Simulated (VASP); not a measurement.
# Sn (P6_3/mmc) in VASP: further runs

Sn is run at these levels: LDA; tasks: single point.

All numbers are computed with VASP 6.6.1; they aren't measurements. Logs are shortened: lines on timing, memory, paths and dates and some standing lists are left out, and cuts for length are marked.

## (1) The cell of the first run

It takes space group P6_3/mmc (No. 194, hexagonal). Conventional cell: a = 3.205 Å, b = 3.205 Å, c = 5.124 Å, α = 90.00°, β = 90.00°, γ = 120.00°. Sn (site symmetry -6m2) has 12 Sn at 3.16 to 3.21 Å within 4.2 Å.

This isn't the form of Sn at room conditions, which is tetragonal (white tin).

## (2) Single point, LDA

Contents of INCAR:

```
  ALGO = Normal
  EDIFF = 1E-6
  ENCUT = 520
  GGA = CA
  ISIF = 2
  ISMEAR = -1
  LASPH = T
  LCHARG = F
  LREAL = F
  LWAVE = F
  NBANDS = 21
  NELM = 80
  PREC = Accurate
  SIGMA = 0.05
```

Contents of KPOINTS:

```
k-points
0
Gamma
  13 13 7
```

Contents of POSCAR:

```
Sn
1.0
    3.2052476052      0.0000000000      0.0000000000
   -1.6026238026      2.7758258515      0.0000000000
    0.0000000000      0.0000000000      5.1235058083
Sn
2
Direct
    0.3333333333      0.6666666667      0.2500000000
    0.6666666667      0.3333333333      0.7500000000
```

Potentials or basis: VASP PAW LDA potentials, release 64 (Sn_d).

Started as:

```sh
$ cat potpaw_LDA.64/Sn_d/POTCAR > POTCAR
$ mpirun -np 1 vasp_std > vasp.out
```

OUTCAR:

```text
EDIFF = 1E-6
   ENCUT = 520
   GGA = CA
   ISIF = 2
   ISMEAR = -1
   LASPH = T
   LREAL = F
   NELM = 80
   PREC = Accurate

 ion  position               nearest neighbor table
   1  0.333  0.667  0.250-   2 3.16   2 3.16   2 3.16   2 3.16   2 3.16   2 3.16
   2  0.667  0.333  0.750-   1 3.16   1 3.16   1 3.16   1 3.16   1 3.16   1 3.16

  LATTYP: Found a hexagonal cell.
 ALAT       =     3.2052476052
 C/A-ratio  =     1.5984742645

  Lattice vectors:

 A1 = (   3.2052476052,   0.0000000000,   0.0000000000)
 A2 = (  -1.6026238026,   2.7758258515,   0.0000000000)
 A3 = (   0.0000000000,   0.0000000000,   5.1235058083)

Analysis of symmetry for initial positions (statically):
=====================================================================
 Subroutine PRICEL returns:
 Original cell was already a primitive cell.

 Routine SETGRP: Setting up the symmetry group for a
 hexagonal supercell.

 Subroutine GETGRP returns: Found 24 space group operations
 (whereof 12 operations were pure point group operations)
 out of a pool of 24 trial point group operations.

The static configuration has the point symmetry D_3d.
 The point group associated with its full space group is D_6h.

Analysis of symmetry for dynamics (positions and initial velocities):
=====================================================================
 Subroutine PRICEL returns:
 Original cell was already a primitive cell.

 Routine SETGRP: Setting up the symmetry group for a
 hexagonal supercell.

 Subroutine GETGRP returns: Found 24 space group operations
 (whereof 12 operations were pure point group operations)
 out of a pool of 24 trial point group operations.

The dynamic configuration has the point symmetry D_3d.
 The point group associated with its full space group is D_6h.

 Subroutine INISYM returns: Found 24 space group operations
 (whereof 12 operations are pure point group operations),
 and found     1 'primitive' translations

----------------------------------------------------------------------------------------

                                     Primitive cell

  volume of cell :      45.5849

  direct lattice vectors                    reciprocal lattice vectors
     3.205247605  0.000000000  0.000000000     0.311988378  0.180126574  0.000000000
    -1.602623803  2.775825852  0.000000000     0.000000000  0.360253148  0.000000000
     0.000000000  0.000000000  5.123505808     0.000000000  0.000000000  0.195178856

  length of vectors
     3.205247605  3.205247605  5.123505808     0.360253148  0.360253148  0.195178856

  position of ions in fractional coordinates (direct lattice)
     0.333333333  0.666666667  0.250000000
     0.666666667  0.333333333  0.750000000

  ion indices of the primitive-cell ions
   primitive index   ion index
                 1           1
                 2           2

----------------------------------------------------------------------------------------

 KPOINTS: k-points

Automatic generation of k-mesh.
 Grid dimensions read from file:
 generate k-points for:   13   13    7

 Generating k-lattice:

  Cartesian coordinates                     Fractional coordinates (reciprocal lattice)
     0.023999106  0.013855890  0.000000000     0.076923077  0.000000000  0.000000000
     0.000000000  0.027711781  0.000000000     0.000000000  0.076923077  0.000000000
     0.000000000  0.000000000  0.027882694     0.000000000  0.000000000  0.142857143

  Length of vectors
     0.027711781  0.027711781  0.027882694

  Shift w.r.t. Gamma in fractional coordinates (k-lattice)
     0.000000000  0.000000000  0.000000000

 Subroutine IBZKPT returns following result:
 ===========================================

 Found     84 irreducible k-points:

 Following reciprocal coordinates:
            Coordinates               Weight
  0.000000  0.000000  0.000000      1.000000
  0.076923  0.000000  0.000000      6.000000
  0.153846  0.000000  0.000000      6.000000
  0.230769  0.000000  0.000000      6.000000
  0.307692  0.000000  0.000000      6.000000
  0.384615  0.000000  0.000000      6.000000
[... 16 lines left out ...]
  0.076923  0.000000  0.142857     12.000000
  0.153846  0.000000  0.142857     12.000000
 [... further k-points ...]
   k-points           NKPTS =     84   k-points in BZ     NKDIM =     84   number of bands    NBANDS=     21
   number of dos      NEDOS =    301   number of ions     NIONS =      2
   total plane-waves  NPLWV =  23040
   dimension x,y,z NGX =    24 NGY =   24 NGZ =   40
   dimension x,y,z NGXF=    48 NGYF=   48 NGZF=   80
   ions per type =               2
   NGX,Y,Z   is equivalent  to a cutoff of  12.45, 12.45, 12.98 a.u.
   NGXF,Y,Z  is equivalent  to a cutoff of  24.90, 24.90, 25.96 a.u.
 SYSTEM =  unknown system
   PREC   = accura    normal or accurate (medium, high low for compatibility)
   ISTART =      0    job   : 0-new  1-cont  2-samecut
   ICHARG =      2    charge: 1-file 2-atom 10-const
   ISPIN  =      1    spin polarized calculation?
   LNONCOLLINEAR =      F non collinear calculations
   LSORBIT =      F    spin-orbit coupling
   LASPH  =      T    aspherical Exc in radial PAW
   ENCUT  =  520.0 eV  38.22 Ry    6.18 a.u.   5.96  5.96  9.53*2*pi/ulx,y,z
   NELM   =     80;   NELMIN=  2; NELMDL= -5     # of ELM steps
   EDIFF  = 0.1E-05   stopping-criterion for ELM
   LREAL  =      F    real-space projection
   EDIFFG = 0.1E-04   stopping-criterion for IOM
   NSW    =      0    number of steps for IOM
   IBRION =     -1    ionic relax: 0-MD 1-quasi-New 2-CG
   NFREE  =      0    steps in history (QN), initial steepest desc. (CG)
   ISIF   =      2    stress and relaxation
   ISYM   =      2    0-nonsym 1-usesym 2-fastsym
   POTIM  = 0.5000    time-step for ionic-motion
   TEBEG  =    0.0;   TEEND  =   0.0 temperature during run
   PSTRESS=    0.0 pullay stress
   NELECT =      28.0000    total number of electrons
   NUPDOWN=      -1.0000    fix difference up-down
   EMIN   =  10.00;   EMAX   =-10.00  energy-range for DOS
   EFERMI =   0.00;   METHOD = LEGACY
   ISMEAR =    -1;   SIGMA  =   0.05  broadening in eV -4-tet -1-fermi 0-gaus
   EFERMI_NEDOS =   21; number of points for ismear=-14 and -15
   IALGO  =     38    algorithm
   IMIX   =      4    mixing-type and parameters
     AMIX     =   0.40;   BMIX     =  1.00
     AMIX_MAG =   1.60;   BMIX_MAG =  1.00
  volume/ion in A,a.u.               =      22.79       153.81
  Fermi-wavevector in a.u.,A,eV,Ry     =   1.391619  2.629779 26.349107  1.936605
  Thomas-Fermi vector in A             =   2.515441
   LORBIT       =      0    0 simple, 1 ext, 2 COOP (PROOUT), +10 PAW based schemes
   GGA     = CA    functional components
   LHFCALC =     F    Hartree Fock is set to
   AEXX    =    0.0000 exact exchange contribution
   IVDW    =     0    specifies the selected vdW correction
   LEPSILON=     F    determine dielectric tensor
   LRPA    =     F    only Hartree local field effects (RPA)
 non-spin polarized calculation
  energy-cutoff  :      520.00
  volume of cell :       45.58
 maximum number of plane-waves:      1246
 NGX is ok and might be reduce to    24
   NGX = 11   NGY = 11   NGZ = 19

 number of electron      27.9999991 magnetization

 Free energy of the ion-electron system (eV)
  ---------------------------------------------------
  ext. energy  EPLUGINS =         0.00000000
  ---------------------------------------------------
  free energy    TOTEN  =        -8.75050592 eV

  energy without entropy =       -8.74104010  energy(sigma->0) =       -8.74577301

 E-fermi :  10.2021     XC(G=0): -11.4578

 val. band max:       10.1875697832   @ k =   0.3846   0.1538   0.0000
 cond. band min:      10.2159739035   @ k =   0.1538   0.1538   0.0000
 fundamental gap:      0.0284041203
 Fermi energy:        10.2021016202

 k-point     1 :       0.0000    0.0000    0.0000
  band No.  band energies     occupation
      1     -11.4370      2.00000
      2     -11.4056      2.00000
      3     -11.3897      2.00000
      4     -11.3897      2.00000
      5     -11.3676      2.00000
      6     -11.3676      2.00000
[... 13 lines left out ...]
     20      20.3464      0.00000
     21      23.1512      0.00000

 k-point     2 :       0.0769    0.0000    0.0000
  band No.  band energies     occupation
      1     -11.4357      2.00000
      2     -11.4128      2.00000
      3     -11.3767      2.00000
      4     -11.3763      2.00000
      5     -11.3636      2.00000
      6     -11.3549      2.00000
[... 13 lines left out ...]
     20      20.9896      0.00000
     21      22.2749      0.00000

 k-point     3 :       0.1538    0.0000    0.0000
  band No.  band energies     occupation
      1     -11.4535      2.00000
      2     -11.4026      2.00000
      3     -11.3665      2.00000
      4     -11.3627      2.00000
      5     -11.3585      2.00000
      6     -11.3407      2.00000
[... 13 lines left out ...]
     20      21.4860      0.00000
     21      21.9578      0.00000

 k-point     4 :       0.2308    0.0000    0.0000
  band No.  band energies     occupation
      1     -11.4841      2.00000
      2     -11.3901      2.00000
      3     -11.3899      2.00000
      4     -11.3770      2.00000
      5     -11.3542      2.00000
      6     -11.2898      2.00000
[... 13 lines left out ...]
     20      20.8553      0.00000
     21      22.3396      0.00000

 k-point     5 :       0.3077    0.0000    0.0000
  band No.  band energies     occupation
      1     -11.5149      2.00000
      2     -11.4216      2.00000
      3     -11.3953      2.00000
      4     -11.3943      2.00000
      5     -11.3262      2.00000
      6     -11.2527      2.00000
[... 13 lines left out ...]
     20      20.1714      0.00000
     21      22.2546      0.00000
[... 382 lines left out ...]
     20      24.5188      0.00000
     21      24.7665      0.00000

 k-point    22 :       0.0000    0.0000    0.1429
  band No.  band energies     occupation
      1     -11.4345      2.00000
      2     -11.4060      2.00000
      3     -11.4010      2.00000
      4     -11.4010      2.00000
      5     -11.3730      2.00000
      6     -11.3730      2.00000
[... 13 lines left out ...]
     20      20.3552      0.00000
     21      22.8069      0.00000

 k-point    23 :       0.0769    0.0000    0.1429
  band No.  band energies     occupation
      1     -11.4344      2.00000
      2     -11.4116      2.00000
      3     -11.3933      2.00000
      4     -11.3908      2.00000
      5     -11.3690      2.00000
      6     -11.3605      2.00000
[... 13 lines left out ...]
     20      20.8753      0.00000
     21      22.3565      0.00000

 k-point    24 :       0.1538    0.0000    0.1429
  band No.  band energies     occupation
      1     -11.4523      2.00000
      2     -11.4027      2.00000
      3     -11.3904      2.00000
      4     -11.3714      2.00000
      5     -11.3583      2.00000
      6     -11.3255      2.00000
[... 13 lines left out ...]
     20      21.0045      0.00000
     21      21.3489      0.00000

 [... further k-points ...]

------------------------ aborting loop because EDIFF is reached ----------------------------------------

  FORCE on cell =-STRESS in cart. coord.  units (eV):
  Direction    XX          YY          ZZ          XY          YZ          ZX
  --------------------------------------------------------------------------------------
  -------------------------------------------------------------------------------------
  Total        2.5784136      2.5784136      2.5757800      0.0000000      0.0000000      0.0000000
  in kB       90.6237732     90.6237732     90.5312076      0.0000000      0.0000000      0.0000000
  external PRESSURE =      90.5929180 kB  Pullay stress =       0.0000000 kB

 VOLUME and BASIS-vectors are now :
 -----------------------------------------------------------------------------
  energy-cutoff  :      520.00
  volume of cell :       45.58
      direct lattice vectors                 reciprocal lattice vectors
     3.205247605  0.000000000  0.000000000     0.311988378  0.180126574  0.000000000
    -1.602623803  2.775825852  0.000000000     0.000000000  0.360253148  0.000000000
     0.000000000  0.000000000  5.123505808     0.000000000  0.000000000  0.195178856

 POSITION                                       TOTAL-FORCE (eV/Angst)
 -----------------------------------------------------------------------------------
     -0.00000      1.85055      1.28088         0.000000      0.000000      0.000000
      1.60262      0.92528      3.84263         0.000000     -0.000000     -0.000000
 -----------------------------------------------------------------------------------
    total drift:                               -0.000000      0.000000      0.000000

  FREE ENERGIE OF THE ION-ELECTRON SYSTEM (eV)
  ---------------------------------------------------
  free  energy   TOTEN  =        -8.7505059176 eV

  energy  without entropy=       -8.7410400999  energy(sigma->0) =       -8.74577301
```

Run time: 18 s. Hardware: 1 thread of Intel Xeon 6975P-C (Granite Rapids), shared host; peak memory 0.18 GiB.

Results:

| Property | Result |
| --- | --- |
| Free energy | -8.7505 eV |
| Pressure | 9.1 GPa |
| Band gap on the k mesh | zero (bands 14 and 15 overlap by 9.00 eV) |

Levels at points of the mesh, in eV from the Fermi level:
| k point | band 10 | band 11 | band 12 | band 13 | band 14 | band 15 | band 16 | band 17 | band 18 | band 19 |
| --- | --- | --- | --- | --- | --- | --- | --- | --- | --- | --- |
| (0.00, 0.00, 0.00) | -21.36 | -12.57 | -6.90 | -5.55 | 6.38 | 6.38 | 8.53 | 8.53 | 9.80 | 10.00 |

Caveat: the cell stands under pressure; spin-orbit coupling is left out, which moves the levels of the heavy elements.

## (3) Single point, LDA

Contents of INCAR:

```
SYSTEM = Sn
PREC     = Accurate       ! precision mode
ENCUT    = 520            ! plane-wave cutoff, eV
EDIFF    = 1E-6           ! SCF threshold, eV
ISMEAR   = -1             ! smearing method
SIGMA    = 0.05           ! smearing width, eV
LREAL    = .FALSE.        ! projectors in reciprocal space
LASPH    = .TRUE.         ! aspherical terms in the spheres
NELM     = 100            ! most SCF steps
ALGO     = Normal         ! electronic algorithm
ISIF     = 2              ! what is computed and relaxed
LWAVE    = .FALSE.        ! write WAVECAR
LCHARG   = .FALSE.        ! write CHGCAR
NBANDS   = 21             ! bands
```

Contents of KPOINTS:

```
regular mesh
0
G
  13 13 7
  0 0 0
```

Contents of POSCAR:

```
Sn
1.0
    3.2060022398      0.0000000000      0.0000000000
   -1.6030011199      2.7764793842      0.0000000000
    0.0000000000      0.0000000000      5.1227607911
Sn
2
Direct
    0.3333333333      0.6666666667      0.2500000000
    0.6666666667      0.3333333333      0.7500000000
```

Potentials or basis: VASP PAW LDA potentials, release 64 (Sn_d).

Started as:

```sh
$ cat potpaw_LDA.64/Sn_d/POTCAR > POTCAR
$ mpirun -np 1 vasp_std > vasp.out
```

Wall time 20 s (1 thread of Intel Xeon 6975P-C (Granite Rapids), shared host); peak memory 0.18 GiB.

Results (log left out):

| Item | Value |
| --- | --- |
| Free energy | -8.7514 eV |
| Pressure | 9.0 GPa |
| Band gap on the k mesh | zero (bands 14 and 15 overlap by 8.99 eV) |

Levels at points of the mesh, in eV from the Fermi level:
```tsv
k point	band 11	band 12	band 13	band 14	band 15	band 16	band 17	band 18
(0.00, 0.00, 0.00)	-12.57	-6.90	-5.54	6.37	6.37	8.53	8.53	9.81
```

Caveat: the cell stands under pressure; spin-orbit coupling is left out, which moves the levels of the heavy elements.

The gap in the log of VASP goes by the Fermi energy; the results here count the filled bands.